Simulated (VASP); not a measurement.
Wanted: the native input for a VASP 6.6.1 run.

* Task: single point
* Functional: PBE
* Potentials or basis: VASP PAW PBE potentials, release 64 (Cu, Au, Se)
* Cutoff: 520 eV
* k mesh: 6 × 6 × 6
* Occupations: gaussian, width 0.05 eV
* Spin: collinear spin, zero start
* Starting moments: [0.0, 0.0, 0.0, 0.0] μB
* Hubbard terms: Au d U = 7.0 eV
* Dipole correction: no
* Further INCAR settings: ALGO = Normal; EDIFF = 1e-06; NBANDS = 29

The structure of CuAuSe2 lies in POSCAR:

```
CuAuSe2
1.0
    2.0025292900      1.1561608300      7.2699454900
   -2.0025292900      1.1561608300      7.2699454900
    0.0000000000     -2.3123216500      7.2699454900
Cu Au Se
1 1 2
Direct
    0.5000000000      0.5000000000      0.5000000000
    0.0000000000      0.0000000000      0.0000000000
    0.2667000000      0.2667000000      0.2667000000
    0.7333000000      0.7333000000      0.7333000000
```

One way to write it, as run:

INCAR

```
ALGO = Normal
EDIFF = 1E-6
ENCUT = 520
GGA = PE
ISIF = 2
ISMEAR = 0
ISPIN = 2
LASPH = True
LCHARG = False
LDAU = True
LDAUJ = 0 0 0
LDAUL = -1 2 -1
LDAUPRINT = 1
LDAUTYPE = 2
LDAUU = 0 7 0
LMAXMIX = 4
LORBIT = 11
LREAL = False
LWAVE = False
MAGMOM = 0 0 0 0
NBANDS = 29
NELM = 150
PREC = Accurate
SIGMA = 0.05
```

KPOINTS

```
k-points
0
Gamma
  6 6 6
```

Potentials or basis: VASP PAW PBE potentials, release 64 (Cu, Au, Se).

Command:

```bash
$ cat potpaw_PBE.64/Cu/POTCAR potpaw_PBE.64/Au/POTCAR potpaw_PBE.64/Se/POTCAR > POTCAR
$ mpirun -np 1 vasp_std > vasp.out
```

It gave:

| Quantity | Value |
| --- | --- |
| Pressure | -7.9 GPa |
| Largest force | 0.755 eV/Å |
| Band gap on the k mesh | zero (filled and empty bands overlap) |
| Net moment | 0.00 μB per cell |
| Valence electrons inside the program's atomic spheres | Cu 9.63; Au 9.82; Se 3.66 |

Caveat: the cell stands under tension; spin-orbit coupling is left out, which moves the levels of the heavy elements.

Run time: 13 min on 1 thread of Intel(R) Xeon(R) Platinum 8175M CPU @ 2.50GHz (Skylake/Cascade Lake), with other jobs on the host, peak memory 0.71 GiB.
